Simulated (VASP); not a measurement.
RbBr, 2 atoms in the cell. It takes space group F-43m (No. 216, cubic). The conventional cell has a = 7.739 Å, b = 7.739 Å, c = 7.739 Å, α = 90.00°, β = 90.00°, γ = 90.00°. Within 4.4 Å of Rb (site symmetry -43m) lie 4 Br at 3.35 Å. Br (site symmetry -43m) has 4 Rb at 3.35 Å within 4.4 Å. 

- Program: VASP 6.6.1
- Task: single point
- Functional: r2SCAN
- Potentials or basis: VASP PAW PBE potentials, release 64 (Rb_sv, Br)
- Cutoff: 520 eV
- k mesh: 6 × 6 × 6
- Occupations: fermi-dirac, width 0.02 eV
- Spin: no spin polarisation
- Dipole correction: no
- Further INCAR settings: ALGO = Normal; EDIFF = 1e-06; NBANDS = 15

Potentials or basis: VASP PAW PBE potentials, release 64 (Rb_sv, Br).

Command:

```bash
$ cat potpaw_PBE.64/Rb_sv/POTCAR potpaw_PBE.64/Br/POTCAR > POTCAR
$ cp INCAR.step1 INCAR
$ mpirun -np 1 vasp_std > vasp.out
$ cp INCAR.step2 INCAR
$ mpirun -np 1 vasp_std > vasp.out
```

Hardware: 1 thread of Intel Xeon 6975P-C, on a shared host.

**Question.** Estimate the wall time of this run.

**Answer.** Run time: 100 s on 1 thread of Intel Xeon 6975P-C, on a shared host, peak memory 0.29 GiB. Counts: k points 16.
